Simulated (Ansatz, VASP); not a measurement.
## One calculation of Cs2Ru, two programs

```
CELL_PARAMETERS angstrom
6.20134 0.00000 0.00000
-3.10067 5.37052 0.00000
0.00000 0.00000 3.32778
ATOMIC_POSITIONS crystal
Cs 0.33333 0.66667 0.50000
Cs 0.66667 0.33333 0.50000
Ru 0.00000 0.00000 0.00000
```

Alike in both runs: functional PBE; k mesh 6 × 6 × 4; occupations gaussian, width 0.1 eV; no spin polarisation.

Ansatz relaxed the structure, and its values are those at the end. VASP's run is a single point on that final structure, the one shown.

|  | VASP | Ansatz |
| --- | --- | --- |
| version | VASP 6.6.1 | Ansatz 0.2.0 |
| potentials or method | VASP PAW PBE potentials, release 64 (Cs_sv, Ru_pv), cutoff 520 eV | scalar-relativistic, plane waves, PAW |
| valence electrons in the cell | 32 | 34 |

|  | VASP | Ansatz | Ansatz less VASP |
| --- | --- | --- | --- |
| gap on the k mesh at the Fermi level (eV) | none | none | - |
| pressure (GPa) | -0.1 | -0.3 | -0.15 |

A gap of «none» marks a metal or a gap that the smearing closes. VASP's potentials hold 32 valence electrons a cell and Ansatz's 34, so a difference there can come from the potentials and not from the codes.

The k mesh is coarse, so the values compare programs but aren't converged. Neither program's run includes spin-orbit coupling.
